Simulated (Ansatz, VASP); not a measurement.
**PbO: VASP beside Ansatz**

File INCAR:

```
PREC = Accurate
ENCUT = 600
EDIFF = 1E-6
ISMEAR = 0
SIGMA = 0.02
LREAL = F
LASPH = T
NELM = 60
ALGO = Normal
ISIF = 3
LWAVE = F
LCHARG = F
GGA = PE
IBRION = 2
NSW = 100
EDIFFG = -0.005
```

KPOINTS

```
regular mesh
0
Gamma
  8 8 6
```

The input POSCAR:

```
PbO
1.0
    4.0570498631      0.0000000000      0.0000000000
    0.0000000000      4.0570498631      0.0000000000
    0.0000000000      0.0000000000      5.5961231443
Pb O
2 2
Direct
    0.0000000000      0.5000000000      0.2126165107
    0.5000000000      0.0000000000      0.7873834893
    0.0000000000      0.0000000000      0.0000000000
    0.5000000000      0.5000000000      0.0000000000
```

Input for Ansatz:

```yaml
crystal:
  lattice:
    - [4.0570498631, 0.0, 0.0]
    - [0.0, 4.0570498631, 0.0]
    - [0.0, 0.0, 5.5961231443]
  atoms:
    - { symbol: Pb, position: [0.0, 0.5, 0.2126165107] }
    - { symbol: Pb, position: [0.5, 0.0, 0.7873834893] }
    - { symbol: O, position: [0.0, 0.0, 0.0] }
    - { symbol: O, position: [0.5, 0.5, 0.0] }
basis:
  ecutwfc: 420
kpoints:
  mp_grid: { grid: [8, 8, 6] }
hamiltonian:
  xc: pbe
scf:
  occupations: { method: gaussian, width: 0.02 }
output:
  forces: true
  stress: true
  eigenvalues: true
relax:
  adjacent_minimum: "off"
  f_tol: 0.005
  max_steps: 80
  cell: { stress_tol: 0.05 }
```

Alike in both runs: task relaxation of cell and atoms; functional PBE; k mesh 8 × 8 × 6; occupations gaussian, width 0.02 eV; no spin polarisation.

|  | VASP | Ansatz |
| --- | --- | --- |
| version | VASP 6.6.1 | Ansatz 0.2.0 |
| potentials or method | VASP PAW PBE potentials, release 64 (Pb_d, O), cutoff 600 eV | scalar-relativistic, plane waves, PAW |
| valence electrons in the cell | 40 | 40 |

```tsv
	VASP	Ansatz	Ansatz less VASP
gap on the k mesh at the Fermi level, each at its own relaxed structure (eV)	1.76	1.81	+0.041
relaxed volume (Å³/atom)	22.83	23.03	+0.197
relaxed cell length with the largest relative difference (Å)	5.548	5.596	+0.0485
```

Spin-orbit coupling is off throughout.
